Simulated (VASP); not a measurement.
# Na (Im-3m) in VASP: a series of runs

Na is run at these levels: LDA, PBEsol+D4, revPBE, SVWN5; tasks: single point, relaxation of cell and atoms.

All numbers are computed with VASP 6.6.1; they aren't measurements. Logs are shortened: lines on timing, memory, paths and dates and some standing lists are left out, and cuts for length are marked.

**1. The cell of the first run**

Symmetry: Im-3m, No. 229, cubic system. Conventional cell: a = 4.282 Å, b = 4.282 Å, c = 4.282 Å, α = 90.00°, β = 90.00°, γ = 90.00°. Within 4.9 Å of Na (site symmetry m-3m) lie 14 Na at 3.71 to 4.28 Å.

**2. Single point, LDA**

The input, INCAR:

```
SYSTEM = Na
PREC = Accurate ; ENCUT = 520
EDIFF = 1E-7 ; ISMEAR = 0
SIGMA = 0.05 ; LREAL = .FALSE.
LASPH = .TRUE. ; NELM = 80
ALGO = Normal ; ISIF = 2
LWAVE = .FALSE. ; LCHARG = .FALSE.
NBANDS = 10
```

The input, KPOINTS:

```
regular mesh
0
G
  9 9 9
  0 0 0
```

The input, POSCAR:

```
Na
1.0
    3.7083207800      0.0000000000      0.0000000000
   -1.2361069264      3.4962383606      0.0000000000
   -1.2361069264     -1.7481191797      3.0278312383
Na
1
Direct
    0.0000000000      0.0000000000      0.0000000000
```

Potentials or basis: VASP PAW LDA potentials, release 64 (Na_pv).

Launch:

```sh
cat potpaw_LDA.64/Na_pv/POTCAR > POTCAR
mpirun -np 1 vasp_std > vasp.out
```

OUTCAR:

```text
SYSTEM = Na
   PREC = Accurate
   ENCUT = 520
   EDIFF = 1E-7
   ISMEAR = 0
   LREAL = .FALSE.
   LASPH = .TRUE.
   NELM = 80
   ISIF = 2

 ion  position               nearest neighbor table
   1  0.000  0.000  0.000-

  LATTYP: Found a body centered cubic cell.
 ALAT       =     4.2820000012

  Lattice vectors:

 A1 = (   3.7083207800,   0.0000000000,   0.0000000000)
 A2 = (  -1.2361069264,   3.4962383606,   0.0000000000)
 A3 = (  -1.2361069264,  -1.7481191797,   3.0278312383)

Analysis of symmetry for initial positions (statically):
=====================================================================
 Subroutine PRICEL returns:
 Original cell was already a primitive cell.

 Routine SETGRP: Setting up the symmetry group for a
 body centered cubic supercell.

 Subroutine GETGRP returns: Found 48 space group operations
[... 9 lines left out ...]

 Routine SETGRP: Setting up the symmetry group for a
 body centered cubic supercell.

 Subroutine GETGRP returns: Found 48 space group operations
[... 11 lines left out ...]
                                     Primitive cell

  volume of cell :      39.2564

  direct lattice vectors                    reciprocal lattice vectors
     3.708320780  0.000000000  0.000000000     0.269663834  0.095340563  0.165134699
    -1.236106926  3.496238361  0.000000000     0.000000000  0.286021689  0.165134699
    -1.236106926 -1.748119180  3.027831238     0.000000000  0.000000000  0.330269398

  length of vectors
     3.708320780  3.708320780  3.708320780     0.330269398  0.330269398  0.330269398

  position of ions in fractional coordinates (direct lattice)
     0.000000000  0.000000000  0.000000000

  ion indices of the primitive-cell ions
   primitive index   ion index
                 1           1

----------------------------------------------------------------------------------------

 KPOINTS: regular mesh

Automatic generation of k-mesh.
 Grid dimensions read from file:
 generate k-points for:    9    9    9

 Generating k-lattice:

  Cartesian coordinates                     Fractional coordinates (reciprocal lattice)
     0.029962648  0.010593396  0.018348300     0.111111111  0.000000000 -0.000000000
     0.000000000  0.031780188  0.018348300     0.000000000  0.111111111  0.000000000
     0.000000000  0.000000000  0.036696600     0.000000000  0.000000000  0.111111111

  Length of vectors
     0.036696600  0.036696600  0.036696600

  Shift w.r.t. Gamma in fractional coordinates (k-lattice)
     0.000000000  0.000000000  0.000000000

 Subroutine IBZKPT returns following result:
 ===========================================

 Found     35 irreducible k-points:

 Following reciprocal coordinates:
            Coordinates               Weight
  0.000000  0.000000  0.000000      1.000000
  0.111111  0.000000  0.000000     12.000000
  0.222222 -0.000000  0.000000     12.000000
  0.333333 -0.000000  0.000000     12.000000
  0.444444 -0.000000  0.000000     12.000000
  0.111111  0.111111 -0.000000     24.000000
[... 16 lines left out ...]
 -0.333333  0.444444  0.111111     48.000000
 -0.444444 -0.444444  0.111111     24.000000
 [... further k-points ...]
   k-points           NKPTS =     35   k-points in BZ     NKDIM =     35   number of bands    NBANDS=     10
   number of dos      NEDOS =    301   number of ions     NIONS =      1
   total plane-waves  NPLWV =  21952
   dimension x,y,z NGX =    28 NGY =   28 NGZ =   28
   dimension x,y,z NGXF=    56 NGYF=   56 NGZF=   56
   ions per type =               1
   NGX,Y,Z   is equivalent  to a cutoff of  12.55, 12.55, 12.55 a.u.
   NGXF,Y,Z  is equivalent  to a cutoff of  25.11, 25.11, 25.11 a.u.
 SYSTEM =  Na
   PREC   = accura    normal or accurate (medium, high low for compatibility)
   ISTART =      0    job   : 0-new  1-cont  2-samecut
   ICHARG =      2    charge: 1-file 2-atom 10-const
   ISPIN  =      1    spin polarized calculation?
   LNONCOLLINEAR =      F non collinear calculations
   LSORBIT =      F    spin-orbit coupling
   LASPH  =      T    aspherical Exc in radial PAW
   ENCUT  =  520.0 eV  38.22 Ry    6.18 a.u.   6.90  6.90  6.90*2*pi/ulx,y,z
   NELM   =     80;   NELMIN=  2; NELMDL= -5     # of ELM steps
   EDIFF  = 0.1E-06   stopping-criterion for ELM
   LREAL  =      F    real-space projection
   EDIFFG = 0.1E-05   stopping-criterion for IOM
   NSW    =      0    number of steps for IOM
   IBRION =     -1    ionic relax: 0-MD 1-quasi-New 2-CG
   NFREE  =      0    steps in history (QN), initial steepest desc. (CG)
   ISIF   =      2    stress and relaxation
   ISYM   =      2    0-nonsym 1-usesym 2-fastsym
   POTIM  = 0.5000    time-step for ionic-motion
   TEBEG  =    0.0;   TEEND  =   0.0 temperature during run
   PSTRESS=    0.0 pullay stress
   NELECT =       7.0000    total number of electrons
   NUPDOWN=      -1.0000    fix difference up-down
   EMIN   =  10.00;   EMAX   =-10.00  energy-range for DOS
   EFERMI =   0.00;   METHOD = LEGACY
   ISMEAR =     0;   SIGMA  =   0.05  broadening in eV -4-tet -1-fermi 0-gaus
   EFERMI_NEDOS =   21; number of points for ismear=-14 and -15
   IALGO  =     38    algorithm
   IMIX   =      4    mixing-type and parameters
     AMIX     =   0.40;   BMIX     =  1.00
     AMIX_MAG =   1.60;   BMIX_MAG =  1.00
  volume/ion in A,a.u.               =      39.26       264.91
  Fermi-wavevector in a.u.,A,eV,Ry     =   0.921448  1.741284 11.552251  0.849066
  Thomas-Fermi vector in A             =   2.046866
   LORBIT       =      0    0 simple, 1 ext, 2 COOP (PROOUT), +10 PAW based schemes
   GGA     = CA    functional components
   LHFCALC =     F    Hartree Fock is set to
   AEXX    =    0.0000 exact exchange contribution
   IVDW    =     0    specifies the selected vdW correction
   LEPSILON=     F    determine dielectric tensor
   LRPA    =     F    only Hartree local field effects (RPA)
 non-spin polarized calculation
 Gauss-broadening in eV      SIGMA  =   0.05
  energy-cutoff  :      520.00
  volume of cell :       39.26
 maximum number of plane-waves:      1075
   NGX = 13   NGY = 13   NGZ = 13

 number of electron       7.0000009 magnetization

 Free energy of the ion-electron system (eV)
  ---------------------------------------------------
  ext. energy  EPLUGINS =         0.00000000
  ---------------------------------------------------
  free energy    TOTEN  =        -1.43557176 eV

  energy without entropy =       -1.43479239  energy(sigma->0) =       -1.43518208

 E-fermi :  -0.0578     XC(G=0):  -6.5701

 val. band max:       -0.1043602713   @ k =  -0.3333   0.4444   0.1111
 cond. band min:       0.0898448134   @ k =   0.4444  -0.0000   0.0000
 fundamental gap:      0.1942050848
 Fermi energy:        -0.0577623361

 k-point     1 :       0.0000    0.0000    0.0000
  band No.  band energies     occupation
      1     -24.9872      2.00000
      2     -24.9872      2.00000
      3     -24.9872      2.00000
      4      -3.1567      2.00000
      5      11.2903      0.00000
      6      11.2903      0.00000
      7      11.2903      0.00000
      8      12.3530      0.00000
      9      12.3530      0.00000
     10      12.8419      0.00000

 k-point     2 :       0.1111    0.0000    0.0000
  band No.  band energies     occupation
      1     -24.9906      2.00000
      2     -24.9883      2.00000
      3     -24.9871      2.00000
      4      -2.9479      2.00000
      5       9.1699      0.00000
      6      10.3297      0.00000
      7      10.5347      0.00000
      8      11.1454      0.00000
      9      11.6237      0.00000
     10      12.9584      0.00000

 k-point     3 :       0.2222   -0.0000    0.0000
  band No.  band energies     occupation
      1     -24.9994      2.00000
      2     -24.9913      2.00000
      3     -24.9871      2.00000
      4      -2.3262      2.00000
      5       6.4429      0.00000
      6       9.2037      0.00000
      7       9.6269      0.00000
      8      10.0632      0.00000
      9      10.9328      0.00000
     10      13.5074      0.00000

 k-point     4 :       0.3333   -0.0000    0.0000
  band No.  band energies     occupation
      1     -25.0093      2.00000
      2     -24.9947      2.00000
      3     -24.9871      2.00000
      4      -1.3052      2.00000
      5       4.0005      0.00000
      6       8.4226      0.00000
      7       8.9996      0.00000
      8       9.3415      0.00000
      9      10.2834      0.00000
     10      14.3168      0.00000

 k-point     5 :       0.4444   -0.0000    0.0000
  band No.  band energies     occupation
      1     -25.0157      2.00000
      2     -24.9970      2.00000
      3     -24.9870      2.00000
      4       0.0898      0.00003
      5       1.8949      0.00000
      6       8.0280      0.00000
      7       8.6846      0.00000
      8       8.9817      0.00000
      9       9.9166      0.00000
     10      15.2880      0.00000

 k-point     6 :       0.1111    0.1111   -0.0000
  band No.  band energies     occupation
      1     -24.9967      2.00000
      2     -24.9896      2.00000
      3     -24.9880      2.00000
      4      -2.5326      2.00000
      5       7.6960      0.00000
      6       8.1493      0.00000
      7       9.7104      0.00000
      8      11.1342      0.00000
      9      11.7473      0.00000
     10      13.2612      0.00000
[... 183 lines left out ...]
 k-point    21 :      -0.2222    0.3333    0.1111
  band No.  band energies     occupation
      1     -25.0054      2.00000
      2     -24.9961      2.00000
      3     -24.9917      2.00000
      4      -1.3051      2.00000
      5       5.4279      0.00000
      6       6.0082      0.00000
      7       8.8665      0.00000
      8       9.7846      0.00000
      9      10.8685      0.00000
     10      14.1748      0.00000

 k-point    22 :      -0.4444    0.4444    0.1111
  band No.  band energies     occupation
      1     -25.0149      2.00000
      2     -24.9983      2.00000
      3     -24.9896      2.00000
      4       0.2862      0.00000
      5       2.0893      0.00000
      6       6.8765      0.00000
      7       7.7948      0.00000
      8      10.2113      0.00000
      9      11.2729      0.00000
     10      12.6029      0.00000

 k-point    23 :      -0.3333    0.4444    0.1111
  band No.  band energies     occupation
      1     -25.0114      2.00000
      2     -25.0000      2.00000
      3     -24.9919      2.00000
      4      -0.1044      1.81249
      5       3.4048      0.00000
      6       5.2229      0.00000
      7       8.6549      0.00000
      8      10.2031      0.00000
      9      10.6365      0.00000
     10      13.3533      0.00000

 k-point    24 :      -0.4444   -0.4444    0.1111
  band No.  band energies     occupation
      1     -25.0138      2.00000
      2     -25.0016      2.00000
      3     -24.9918      2.00000
      4       1.2851      0.00000
      5       1.6782      0.00000
      6       5.0188      0.00000
      7       8.5033      0.00000
      8      10.1199      0.00000
      9      11.5442      0.00000
     10      12.2828      0.00000

 [... further k-points ...]
[... 5 lines left out ...]
  --------------------------------------------------------------------------------------
  -------------------------------------------------------------------------------------
  Total       -0.2792142     -0.2792142     -0.2792142     -0.0000000     -0.0000000     -0.0000000
  in kB      -11.3956246    -11.3956246    -11.3956246     -0.0000000     -0.0000000     -0.0000000
  external PRESSURE =     -11.3956246 kB  Pullay stress =       0.0000000 kB

 VOLUME and BASIS-vectors are now :
 -----------------------------------------------------------------------------
  energy-cutoff  :      520.00
  volume of cell :       39.26
      direct lattice vectors                 reciprocal lattice vectors
     3.708320780  0.000000000  0.000000000     0.269663834  0.095340563  0.165134699
    -1.236106926  3.496238361  0.000000000     0.000000000  0.286021689  0.165134699
    -1.236106926 -1.748119180  3.027831238     0.000000000  0.000000000  0.330269398

 POSITION                                       TOTAL-FORCE (eV/Angst)
 -----------------------------------------------------------------------------------
      0.00000      0.00000      0.00000         0.000000      0.000000      0.000000
 -----------------------------------------------------------------------------------
    total drift:                               -0.000000      0.000000     -0.000000

  FREE ENERGIE OF THE ION-ELECTRON SYSTEM (eV)
  ---------------------------------------------------
  free  energy   TOTEN  =        -1.4355717631 eV

  energy  without entropy=       -1.4347923888  energy(sigma->0) =       -1.43518208
```

It took 6.5 s on 1 thread of Intel Xeon Platinum 8259CL at 2.50GHz (Skylake/Cascade Lake), shared host; peak memory 0.14 GiB.

What came out:

```
Free energy : -1.4356 eV
Pressure    : -1.1 GPa
```

(Continued in part 2 of 2.)
